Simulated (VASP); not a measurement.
# CsSnI3 (P4/mmm) in VASP: further runs, part 2 of 2

VASP 6.6.1.

**3. Single point, PBE (uniaxial z strain +4.0%)**

The input, INCAR:

```
SYSTEM = CsSnI3
  PREC = Accurate
  ENCUT = 520
  EDIFF = 1E-7
  ISMEAR = -1
  SIGMA = 0.02
  LREAL = .FALSE.
  LASPH = .TRUE.
  NELM = 80
  ALGO = Normal
  ISIF = 2
  LWAVE = .FALSE.
  LCHARG = .FALSE.
  GGA = PE
  NBANDS = 30
```

The input, KPOINTS:

```
regular mesh
0
G
  4 4 4
  0 0 0
```

The input, POSCAR:

```
CsSnI3
1.0
    6.2414907048      0.0000000000      0.0000000000
    0.0000000000      6.2414907048      0.0000000000
    0.0000000000      0.0000000000      6.4911503330
Cs Sn I
1 1 3
Direct
    0.0000000000      0.0000000000      0.0000000000
    0.5000000000      0.5000000000      0.5000000000
    0.5000000000      0.5000000000      0.0000000000
    0.5000000000      0.0000000000      0.5000000000
    0.0000000000      0.5000000000      0.5000000000
```

Potentials or basis: VASP PAW PBE potentials, release 64 (Cs_sv, Sn_d, I).

Started as:

```bash
$ cat potpaw_PBE.64/Cs_sv/POTCAR potpaw_PBE.64/Sn_d/POTCAR potpaw_PBE.64/I/POTCAR > POTCAR
$ mpirun -np 1 vasp_std > vasp.out
```

OUTCAR:

```text
SYSTEM = CsSnI3
   PREC = Accurate
   ENCUT = 520
   EDIFF = 1E-7
   ISMEAR = -1
   LREAL = .FALSE.
   LASPH = .TRUE.
   NELM = 80
   ISIF = 2
   GGA = PE

 ion  position               nearest neighbor table
   1  0.000  0.000  0.000-
   2  0.500  0.500  0.500-   4 3.12   5 3.12   4 3.12   5 3.12   3 3.25   3 3.25
   3  0.500  0.500  0.000-   2 3.25   2 3.25
   4  0.500  0.000  0.500-   2 3.12   2 3.12
   5  0.000  0.500  0.500-   2 3.12   2 3.12

  LATTYP: Found a simple tetragonal cell.
 ALAT       =     6.2414907048
 C/A-ratio  =     1.0400000000

  Lattice vectors:

 A1 = (   6.2414907048,   0.0000000000,   0.0000000000)
 A2 = (   0.0000000000,   6.2414907048,   0.0000000000)
 A3 = (   0.0000000000,   0.0000000000,   6.4911503330)

Analysis of symmetry for initial positions (statically):
=====================================================================
 Subroutine PRICEL returns:
 Original cell was already a primitive cell.

 Routine SETGRP: Setting up the symmetry group for a
 simple tetragonal supercell.

 Subroutine GETGRP returns: Found 16 space group operations
 (whereof 16 operations were pure point group operations)
 out of a pool of 16 trial point group operations.

The static configuration has the point symmetry D_4h.

Analysis of symmetry for dynamics (positions and initial velocities):
=====================================================================
 Subroutine PRICEL returns:
 Original cell was already a primitive cell.

 Routine SETGRP: Setting up the symmetry group for a
 simple tetragonal supercell.

 Subroutine GETGRP returns: Found 16 space group operations
[... 114 lines left out ...]
   NUPDOWN=      -1.0000    fix difference up-down
   EMIN   =  10.00;   EMAX   =-10.00  energy-range for DOS
   EFERMI =   0.00;   METHOD = LEGACY
   ISMEAR =    -1;   SIGMA  =   0.02  broadening in eV -4-tet -1-fermi 0-gaus
   EFERMI_NEDOS =   21; number of points for ismear=-14 and -15
   IALGO  =     38    algorithm
   IMIX   =      4    mixing-type and parameters
     AMIX     =   0.40;   BMIX     =  1.00
     AMIX_MAG =   1.60;   BMIX_MAG =  1.00
  volume/ion in A,a.u.               =      50.57       341.29
  Fermi-wavevector in a.u.,A,eV,Ry     =   0.913958  1.727130 11.365210  0.835319
  Thomas-Fermi vector in A             =   2.038530
   LORBIT       =      0    0 simple, 1 ext, 2 COOP (PROOUT), +10 PAW based schemes
   GGA     = PE    functional components
   LHFCALC =     F    Hartree Fock is set to
   AEXX    =    0.0000 exact exchange contribution
   IVDW    =     0    specifies the selected vdW correction
   LEPSILON=     F    determine dielectric tensor
   LRPA    =     F    only Hartree local field effects (RPA)
 non-spin polarized calculation
  energy-cutoff  :      520.00
  volume of cell :      252.87
 maximum number of plane-waves:      6845
 NGX is ok and might be reduce to    48
   NGX = 23   NGY = 23   NGZ = 25

 number of electron      43.9999992 magnetization

 Free energy of the ion-electron system (eV)
  ---------------------------------------------------
  ext. energy  EPLUGINS =         0.00000000
  ---------------------------------------------------
  free energy    TOTEN  =       -13.95092550 eV

  energy without entropy =      -13.95092447  energy(sigma->0) =      -13.95092498

 E-fermi :   2.4241     XC(G=0):  -7.2931

 val. band max:        2.2350606088   @ k =   0.5000   0.5000   0.5000
 cond. band min:       2.6130412304   @ k =   0.5000   0.5000   0.5000
 fundamental gap:      0.3779806215
 Fermi energy:         2.4240507505

 k-point     1 :       0.0000    0.0000    0.0000
  band No.  band energies     occupation
      1     -19.8776      2.00000
      2     -19.7577      2.00000
      3     -19.7530      2.00000
      4     -19.7446      2.00000
      5     -19.7446      2.00000
      6     -19.7356      2.00000
[... 583 lines left out ...]
     29       6.5656      0.00000
     30       7.5352      0.00000

------------------------ aborting loop because EDIFF is reached ----------------------------------------

  FORCE on cell =-STRESS in cart. coord.  units (eV):
  Direction    XX          YY          ZZ          XY          YZ          ZX
  --------------------------------------------------------------------------------------
  -------------------------------------------------------------------------------------
  Total        0.4323749      0.4323749     -1.3033081      0.0000000      0.0000000      0.0000000
  in kB        2.7395089      2.7395089     -8.2577048      0.0000000      0.0000000      0.0000000
  external PRESSURE =      -0.9262290 kB  Pullay stress =       0.0000000 kB

 VOLUME and BASIS-vectors are now :
 -----------------------------------------------------------------------------
  energy-cutoff  :      520.00
  volume of cell :      252.87
      direct lattice vectors                 reciprocal lattice vectors
     6.241490705  0.000000000  0.000000000     0.160218135  0.000000000  0.000000000
     0.000000000  6.241490705  0.000000000     0.000000000  0.160218135  0.000000000
     0.000000000  0.000000000  6.491150333     0.000000000  0.000000000  0.154055899

 POSITION                                       TOTAL-FORCE (eV/Angst)
 -----------------------------------------------------------------------------------
      0.00000      0.00000      0.00000         0.000000      0.000000      0.000000
      3.12075      3.12075      3.24558         0.000000      0.000000      0.000000
      3.12075      3.12075      0.00000         0.000000      0.000000      0.000000
      3.12075      0.00000      3.24558         0.000000      0.000000      0.000000
      0.00000      3.12075      3.24558         0.000000      0.000000      0.000000
 -----------------------------------------------------------------------------------
    total drift:                                0.000000     -0.000000     -0.000000

  FREE ENERGIE OF THE ION-ELECTRON SYSTEM (eV)
  ---------------------------------------------------
  free  energy   TOTEN  =       -13.9509254956 eV

  energy  without entropy=      -13.9509244673  energy(sigma->0) =      -13.95092498
```

OSZICAR:

```text
N       E                     dE             d eps       ncg     rms          rms(c)
DAV:   1     0.339752916861E+03    0.33975E+03   -0.17926E+04  1080   0.131E+03
DAV:   2     0.282025075129E+02   -0.31155E+03   -0.29892E+03  1266   0.270E+02
DAV:   3    -0.125854068094E+02   -0.40788E+02   -0.40489E+02  1260   0.110E+02
DAV:   4    -0.142408242365E+02   -0.16554E+01   -0.16512E+01  1416   0.266E+01
DAV:   5    -0.142934434254E+02   -0.52619E-01   -0.52613E-01  1564   0.442E+00    0.385E+00
DAV:   6    -0.139771939056E+02    0.31625E+00   -0.45642E-01  1390   0.343E+00    0.251E+00
DAV:   7    -0.139454551708E+02    0.31739E-01   -0.33047E-01  1392   0.221E+00    0.105E+00
DAV:   8    -0.139511025820E+02   -0.56474E-02   -0.48635E-02  1286   0.140E+00    0.306E-01
DAV:   9    -0.139506753378E+02    0.42724E-03   -0.54989E-03  1388   0.519E-01    0.127E-01
DAV:  10    -0.139508683140E+02   -0.19298E-03   -0.81893E-04  1266   0.140E-01    0.543E-02
DAV:  11    -0.139509279741E+02   -0.59660E-04   -0.33801E-04  1424   0.114E-01    0.391E-02
DAV:  12    -0.139509293584E+02   -0.13843E-05   -0.33343E-05  1370   0.329E-02    0.299E-02
DAV:  13    -0.139509271001E+02    0.22583E-05   -0.24151E-06  1426   0.108E-02    0.154E-02
DAV:  14    -0.139509255535E+02    0.15466E-05   -0.47589E-06  1454   0.144E-02    0.131E-03
DAV:  15    -0.139509254956E+02    0.57841E-07   -0.44805E-07  1238   0.277E-03
   1 F= -.13950925E+02 E0= -.13950925E+02  d E =-.102831E-05
```

Wall time 61 s (1 thread of Intel Xeon 6975P-C (Granite Rapids), shared host); peak memory 0.4 GiB.

What came out:

* Free energy: -13.9509 eV
* Pressure: -0.1 GPa
* Band gap on the k mesh: 0.38 eV

Caveat: the cell differs from its parent crystal (uniaxial z strain +4.0%); spin-orbit coupling is left out, which moves the levels of the heavy elements. A k mesh can miss the band edges.
